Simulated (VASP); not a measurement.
Ti:

```
Ti
1.0
     0.00000    2.03000    2.03000
     2.03000    0.00000    2.03000
     2.03000    2.03000    0.00000
Ti
1
Direct
  0.00000 0.00000 0.00000
```

* Program: VASP 6.6.1
* Task: relaxation of cell and atoms
* Functional: r2SCAN
* Potentials or basis: VASP PAW PBE potentials, release 64 (Ti_sv)
* Cutoff: 600 eV
* k mesh: 18 × 18 × 18
* Occupations: fermi-dirac, width 0.15 eV
* Spin: no spin polarisation

At the start: pressure 5.4 GPa; volume 16.73 Å³/atom.

How do energy, volume and symmetry change on relaxing?

Over 3 steps the energy falls by 12.6 meV/atom and the volume is 17.51 Å³/atom (+4.6 %); space group Fm-3m (No. 225, to 0.05 Å).

The path:
| step | energy change (eV) | largest force (eV/Å) | pressure (GPa) | volume (Å³) |
| --- | --- | --- | --- | --- |
| 1 | 0.0000 | 0.0000 | 5.36 | 16.73 |
| 2 | -0.0054 | 0.0000 | -3.60 | 18.12 |
| 3 | -0.0126 | 0.0000 | -0.02 | 17.51 |

Final structure:
```yaml
crystal:
  lattice:
    - [0.00000, 2.06097, 2.06097]
    - [2.06097, 0.00000, 2.06097]
    - [2.06097, 2.06097, 0.00000]
  atoms:
    - { symbol: Ti, position: [0.00000, 0.00000, 0.00000] }
```

Caveat: the PAW data sets were made with another functional, which shifts forces and pressure a little.
